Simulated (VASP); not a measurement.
Input of a VASP 6.6.1 run:

INCAR

```
PREC = Accurate
ENCUT = 520
EDIFF = 1E-6
ISMEAR = 0
SIGMA = 0.1
LREAL = F
LASPH = T
NELM = 80
ALGO = Normal
ISIF = 2
LWAVE = F
LCHARG = T
GGA = PE
LELF = T
LVHAR = T
NBANDS = 12
```

KPOINTS

```
Automatic mesh
0
Gamma
  14 10 10
```

File POSCAR:

```
Sb
1.0
    3.1104779662      0.0000000000      0.0000000000
    0.0000000000      4.3964238707      0.0000000000
   -0.0094962126      0.0000000000      4.3951268425
Sb
2
Direct
    0.0001822398      0.7500000000      0.7499297071
    0.9998177602      0.2500000000      0.2500702929
```

Potentials or basis: VASP PAW PBE potentials, release 64 (Sb).

Run with:

```bash
$ cat potpaw_PBE.64/Sb/POTCAR > POTCAR
$ mpirun -np 1 vasp_std > vasp.out
```

Predict the pressure.

0.0 GPa.

Predict the band gap on the k mesh.

zero (band 5 reaches 12.26 eV, above the bottom of band 6 at 3.55 eV).

Caveat: spin-orbit coupling is left out, which moves the levels of the heavy elements.
